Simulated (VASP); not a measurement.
Here is a VASP 6.6.1 calculation.

The input INCAR:

```
SYSTEM = Sc
ALGO = Normal
EDIFF = 1E-6
ENCUT = 520
GGA = PE
ISIF = 2
ISMEAR = -1
LASPH = .True.
LCHARG = .False.
LREAL = .False.
LWAVE = .False.
NBANDS = 12
NELM = 60
PREC = Accurate
SIGMA = 0.1
```

KPOINTS

```
k-points
0
Gamma
  10 10 10
  0 0 0
```

The input POSCAR:

```
Sc
1.0
    2.9734986949      0.0000000000      0.0000000000
    0.0000000000      2.9734986949      0.0000000000
    0.0000000000      0.0000000000      2.9734986949
Sc
1
Direct
    0.0000000000      0.0000000000      0.0000000000
```

Potentials or basis: VASP PAW PBE potentials, release 64 (Sc_sv).

Launch:

```console
$ cat potpaw_PBE.64/Sc_sv/POTCAR > POTCAR
$ mpirun -np 1 vasp_std > vasp.out
```

(1) Estimate the band gap on the k mesh.

(2) Estimate the pressure.

Results:

(1) zero (an odd number of electrons rules out a gap without spin polarisation).

(2) 0.0 GPa.
